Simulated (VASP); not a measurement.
A run of VASP 6.6.1 is set up as follows.

INCAR

```
SYSTEM = CdTe
PREC = Accurate
ENCUT = 520
EDIFF = 1E-6
ISMEAR = 0
SIGMA = 0.01
LREAL = .False.
LASPH = .True.
NELM = 60
ALGO = Normal
ISIF = 2
LWAVE = .False.
LCHARG = .True.
GGA = CA
LELF = .True.
LVHAR = .True.
NBANDS = 16
```

KPOINTS

```
Automatic mesh
0
Gamma
  6 6 6
  0 0 0
```

File POSCAR:

```
CdTe
1.0
    3.2370500000      3.2370500000      0.0000000000
   -3.2370500000      3.2370500000      0.0000000000
    0.0000000000      3.2370500000      3.1613638664
Cd Te
1 1
Direct
    0.0000000000      0.0000000000      0.0000000000
    0.7500000000      0.2500000000      0.5000000000
```

Potentials or basis: VASP PAW LDA potentials, release 64 (Cd, Te).

Run with:

```bash
$ cat potpaw_LDA.64/Cd/POTCAR potpaw_LDA.64/Te/POTCAR > POTCAR
$ mpirun -np 1 vasp_std > vasp.out
```

**Question.** What does it give for the band gap on the k mesh?

**Answer.** 0.58 eV, direct.

**Question.** Predict the pressure.

**Answer.** 0.0 GPa.

Stress tensor (GPa, compression positive):
```
-0.18  0.00  0.00
 0.00 -0.18  0.00
 0.00  0.00  0.24
```

Caveat: the cell differs from its parent crystal (film at in-plane strain +0.01); spin-orbit coupling is left out, which moves the levels of the heavy elements.
